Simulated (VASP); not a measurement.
Here is a VASP 6.6.1 calculation.

The input INCAR:

```
SYSTEM = MgCd2S3
ALGO = Normal
EDIFF = 1E-6
ENCUT = 520
GGA = PE
ISIF = 2
ISMEAR = 0
LASPH = .TRUE.
LCHARG = .FALSE.
LREAL = .FALSE.
LWAVE = .FALSE.
NBANDS = 31
NELM = 60
PREC = Accurate
SIGMA = 0.02
```

File KPOINTS:

```
k-points
0
G
  10 10 10
  0 0 0
```

Contents of POSCAR:

```
MgCd2S3
1.0
   -2.1111322438      2.1111322438      8.9188621739
    2.1111322438     -2.1111322438      8.9188621739
    2.1111322438      2.1111322438     -8.9188621739
Mg Cd S
1 2 3
Direct
    0.0000000000      0.0000000000      0.0000000000
    0.3358971210      0.3358971210      0.0000000000
    0.6641028790      0.6641028790      0.0000000000
    0.2500000000      0.7500000000      0.5000000000
    0.5778713568      0.0778713568      0.5000000000
    0.9221286432      0.4221286432      0.5000000000
```

Potentials or basis: VASP PAW PBE potentials, release 64 (Mg, Cd, S).

Launch:

```console
$ cat potpaw_PBE.64/Mg/POTCAR potpaw_PBE.64/Cd/POTCAR potpaw_PBE.64/S/POTCAR > POTCAR
$ mpirun -np 1 vasp_std > vasp.out
```

(1) Estimate the largest force.

(2) Predict the pressure.

(3) What does it give for the band gap on the k mesh?

## Answers

(1) 0.038 eV/Å.

(2) -2.6 GPa.

(3) 1.50 eV.
